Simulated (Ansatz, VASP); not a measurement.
# One calculation of LiH, two programs

```xyz
4
Lattice="3.2558 0.0000 0.0000 -1.6279 2.8196 0.0000 0.0000 0.0000 4.0684" Properties=species:S:1:pos:R:3 pbc="T T T"
Li    0.0000    1.8798   -0.2543
Li    1.6279    0.9399    1.7799
H     0.0000    1.8798    1.7800
H     1.6279    0.9399    3.8142
```

Alike in both runs: task single point; functional r2SCAN; k mesh 12 × 12 × 6; no spin polarisation.

```csv
,VASP,Ansatz
version,VASP 6.6.1,Ansatz 0.2.0
potentials or method,"VASP PAW PBE potentials, release 64 (Li_sv, H)","plane waves, PAW"
plane-wave cutoff (eV),520,500
occupations,"gaussian, width 0.01 eV",fixed
valence electrons in the cell,8,8
```

Ansatz gave:

```
gap on the k mesh at the Fermi level (eV) : 2.34
rms of the force components (eV/Å)        : 0.000
```

Task: Which values does VASP return?

Result: gap on the k mesh at the Fermi level (eV): 2.30; rms of the force components (eV/Å): 0.019.

VASP's potentials were made for PBE, not for r2SCAN. Atom by atom the forces differ by 0.019 eV/Å (rms over components). Ansatz's warnings: structure snapped to symmetry.

Noted on VASP's run: the cutoff is short for stress, so the pressure is rough.
